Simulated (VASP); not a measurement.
Input of a VASP 6.6.1 run:

File INCAR:

```
PREC = Accurate
ENCUT = 520
EDIFF = 1E-7
ISMEAR = 0
SIGMA = 0.1
LREAL = F
LASPH = T
NELM = 60
ALGO = Normal
ISIF = 2
LWAVE = F
LCHARG = F
GGA = RE
NBANDS = 20
```

KPOINTS

```
regular mesh
0
Gamma
  11 11 4
```

The input POSCAR:

```
BC5
1.0
    2.5515500000      0.0000000000      0.0000000000
   -1.2757800000      2.2097100000      0.0000000000
    0.0000000000      0.0000000000      6.3996600000
B C
1 5
Direct
    0.3333333333      0.6666666667      0.0075900000
    0.3333333333      0.6666666667      0.2595100000
    0.6666666667      0.3333333333      0.3390300000
    0.0000000000      0.0000000000      0.6645600000
    0.6666666667      0.3333333333      0.5813600000
    0.0000000000      0.0000000000      0.8989400000
```

Potentials or basis: VASP PAW PBE potentials, release 64 (B, C).

Launch:

```bash
$ cat potpaw_PBE.64/B/POTCAR potpaw_PBE.64/C/POTCAR > POTCAR
$ mpirun -np 1 vasp_std > vasp.out
```

**Question.** Predict the largest force.

**Answer.** 0.026 eV/Å.

**Question.** What does it give for the pressure?

**Answer.** 4.1 GPa.

Forces on the atoms (eV/Å):
```
B    0.000  0.000 -0.005
C    0.000  0.000 -0.018
C    0.000  0.000  0.026
C    0.000  0.000 -0.003
C    0.000  0.000 -0.010
C    0.000  0.000  0.010
```

Caveat: the PAW data sets were made with another functional, which shifts forces and pressure a little.
